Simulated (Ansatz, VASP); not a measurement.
Ge: VASP beside Ansatz

INCAR

```
ALGO     = Normal         # electronic algorithm
EDIFF    = 1E-6           # SCF threshold, eV
ENCUT    = 520            # plane-wave cutoff, eV
GGA      = PE             # functional
ISIF     = 2              # what is computed and relaxed
ISMEAR   = 0              # smearing method
LASPH    = True           # aspherical terms in the spheres
LCHARG   = True           # write CHGCAR
LELF     = True           # ELF
LREAL    = False          # projectors in reciprocal space
LVHAR    = True         
LWAVE    = False          # write WAVECAR
NBANDS   = 21             # bands
NELM     = 80             # most SCF steps
PREC     = Accurate       # precision mode
SIGMA    = 0.15           # smearing width, eV
```

KPOINTS

```
k-points
0
Gamma
  14 14 14
```

The input POSCAR:

```
Ge
1.0
    0.0000000000      2.8287700000      2.9136331000
    2.8287700000      0.0000000000      2.9136331000
    2.8287700000      2.8287700000      0.0000000000
Ge
2
Direct
    0.5000000000      0.5000000000      0.5000000000
    0.7500000000      0.7500000000      0.7500000000
```

Input for Ansatz:

```yaml
crystal:
  lattice:
    - [0.0, 2.82877, 2.9136331]
    - [2.82877, 0.0, 2.9136331]
    - [2.82877, 2.82877, 0.0]
  atoms:
    - { symbol: Ge, position: [0.5, 0.5, 0.5] }
    - { symbol: Ge, position: [0.75, 0.75, 0.75] }
basis:
  ecutwfc: 420
kpoints:
  mp_grid: { grid: [14, 14, 14] }
hamiltonian:
  xc: pbe
scf:
  occupations: { method: gaussian, width: 0.15 }
output:
  forces: true
  stress: true
  eigenvalues: true
```

Change from the starting cell: strain +0.000 along x and y, +0.030 along z, atoms carried along.

Alike in both runs: task single point; functional PBE; k mesh 14 × 14 × 14; occupations gaussian, width 0.15 eV; no spin polarisation.

```csv
,VASP,Ansatz
version,VASP 6.6.1,Ansatz 0.2.0
potentials or method,"VASP PAW PBE potentials, release 64 (Ge_d), cutoff 520 eV","scalar-relativistic, plane waves, PAW"
valence electrons in the cell,28,28
```

Ansatz gave:

| Property | Result |
| --- | --- |
| gap on the k mesh at the Fermi level (eV) | none |
| pressure (GPa) | 1.6 |
| traceless stress, the component that is largest in VASP (GPa) | -1.41 |

Question: Which values does VASP return?

Answer: gap on the k mesh at the Fermi level (eV): none; pressure (GPa): 1.5; traceless stress, the component that is largest in VASP (GPa): -1.41.

A gap of «none» marks a metal or a gap that the smearing closes. With one functional, cell and mesh, what is left measures potentials, basis and numerics.
